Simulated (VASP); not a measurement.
A run of VASP 6.6.1 is set up as follows.

File INCAR:

```
SYSTEM = Ba
PREC     = Accurate       ! precision mode
ENCUT    = 520            ! plane-wave cutoff, eV
EDIFF    = 1E-6           ! SCF threshold, eV
ISMEAR   = -1             ! smearing method
SIGMA    = 0.05           ! smearing width, eV
LREAL    = .False.        ! projectors in reciprocal space
LASPH    = .True.         ! aspherical terms in the spheres
NELM     = 100            ! most SCF steps
ALGO     = Normal         ! electronic algorithm
ISIF     = 2              ! what is computed and relaxed
LWAVE    = .False.        ! write WAVECAR
LCHARG   = .False.        ! write CHGCAR
GGA      = PE             ! functional
NBANDS   = 11             ! bands
```

File KPOINTS:

```
regular mesh
0
Gamma
  8 8 8
  0 0 0
```

File POSCAR:

```
Ba
1.0
   -2.5065000000      2.5065000000      2.4814350000
    2.5065000000     -2.5065000000      2.4814350000
    2.5065000000      2.5065000000     -2.4814350000
Ba
1
Direct
    0.0000000000      0.0000000000      0.0000000000
```

Potentials or basis: VASP PAW PBE potentials, release 64 (Ba_sv).

Run with:

```console
$ cat potpaw_PBE.64/Ba_sv/POTCAR > POTCAR
$ mpirun -np 1 vasp_std > vasp.out
```

Task: Estimate the pressure.

Result: 0.1 GPa.

Task: Predict the band gap on the k mesh.

Result: Zero (bands 5 and 6 overlap by 1.07 eV).

Caveat: spin-orbit coupling is left out, which moves the levels of the heavy elements.
